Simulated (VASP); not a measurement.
Write the native input for VASP 6.6.1 that does the following.

```yaml
Task: single point
Functional: revPBE
Potentials_or_basis: VASP PAW PBE potentials, release 64 (P)
Cutoff: 520 eV
k_mesh: 21 × 21 × 21
Occupations: fermi-dirac, width 0.1 eV
Spin: no spin polarisation
Dipole_correction: no
Further_INCAR_settings: ALGO = Normal; EDIFF = 1e-07; NBANDS = 8
```

The structure of P lies in POSCAR:

```
P
1.0
    2.4527709036      0.0000000000      0.0000000000
    0.0000000000      2.4527709036      0.0000000000
    0.0000000000      0.0000000000      2.4527709036
P
1
Direct
    0.0000000000      0.0000000000      0.0000000000
```

These files were run (other wordings do the same):

INCAR

```
SYSTEM = P
ALGO = Normal
EDIFF = 1E-7
ENCUT = 520
GGA = RE
ISIF = 2
ISMEAR = -1
LASPH = .TRUE.
LCHARG = .FALSE.
LREAL = .FALSE.
LWAVE = .FALSE.
NBANDS = 8
NELM = 80
PREC = Accurate
SIGMA = 0.1
```

KPOINTS

```
k-points
0
G
  21 21 21
  0 0 0
```

Potentials or basis: VASP PAW PBE potentials, release 64 (P).

The run is started by

```console
$ cat potpaw_PBE.64/P/POTCAR > POTCAR
$ mpirun -np 1 vasp_std > vasp.out
```

Results of the run:

* Pressure: 0.0 GPa

Caveat: the PAW data sets were made with another functional, which shifts forces and pressure a little.

Run time: 29 s on 1 thread of Intel Xeon 8259CL, with other jobs on the host, peak memory 0.13 GiB.
